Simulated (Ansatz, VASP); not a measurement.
# TaS2 in VASP and in Ansatz

```
CELL_PARAMETERS angstrom
3.38350 0.00000 0.00000
-1.69175 2.93020 0.00000
0.00000 0.00000 5.86000
ATOMIC_POSITIONS crystal
Ta 0.00000 0.00000 0.00000
S 0.33333 0.66667 0.25000
S 0.66667 0.33333 0.75000
```

Change from the starting cell: equal xx and yy strain of +1 %.

Alike in both runs: task single point; functional PBEsol; k mesh 8 × 8 × 4; occupations fermi-dirac, width 0.02 eV; no spin polarisation.

|  | VASP | Ansatz |
| --- | --- | --- |
| version | VASP 6.6.1 | Ansatz 0.2.0 |
| potentials or method | VASP PAW PBE potentials, release 64 (Ta_pv, S), cutoff 500 eV | all-electron LAPW, scalar-relativistic |

|  | VASP | Ansatz | Ansatz less VASP |
| --- | --- | --- | --- |
| pressure (GPa) | 1.6 | 1.5 | -0.12 |
| traceless stress, the component that is largest in VASP (GPa) | 3.91 | 3.83 | -0.077 |
| rms of the force components (eV/Å) | 0.340 | 0.326 | -0.0139 |

VASP's potentials were made for PBE, not for PBEsol. Atom by atom the forces differ by 0.014 eV/Å (rms over components). Ansatz ran all-electron here, and VASP with PAW potentials.

Neither program's run includes spin-orbit coupling.
